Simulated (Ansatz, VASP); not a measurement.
**MgS: VASP beside Ansatz**

```xyz
2
Lattice="0.0130 2.5974 2.5974 2.5974 0.0130 2.5974 2.5974 2.5974 0.0130" Properties=species:S:1:pos:R:3 pbc="T T T"
Mg    0.0000    0.0000    0.0000
S     2.6039    2.6039    2.6039
```

Change from the starting cell: equal xy, yz and zx engineering shears of +0.5 %.

Alike in both runs: functional PBEsol; k mesh 8 × 8 × 8; no spin polarisation.

Ansatz relaxed the structure, and its values are those at the end. VASP's run is a single point on that final structure, the one shown.

|  | VASP | Ansatz |
| --- | --- | --- |
| version | VASP 6.6.1 | Ansatz 0.2.0 |
| potentials or method | VASP PAW PBE potentials, release 64 (Mg, S), cutoff 520 eV | all-electron LAPW, scalar-relativistic |
| occupations | gaussian, width 0.01 eV | fixed |

```tsv
	VASP	Ansatz	Ansatz less VASP
gap on the k mesh at the Fermi level (eV)	2.71	2.70	-0.001
pressure (GPa)	-0.2	0.0	+0.18
```

VASP's potentials were made for PBE, not for PBEsol. Ansatz ran all-electron here, and VASP with PAW potentials.
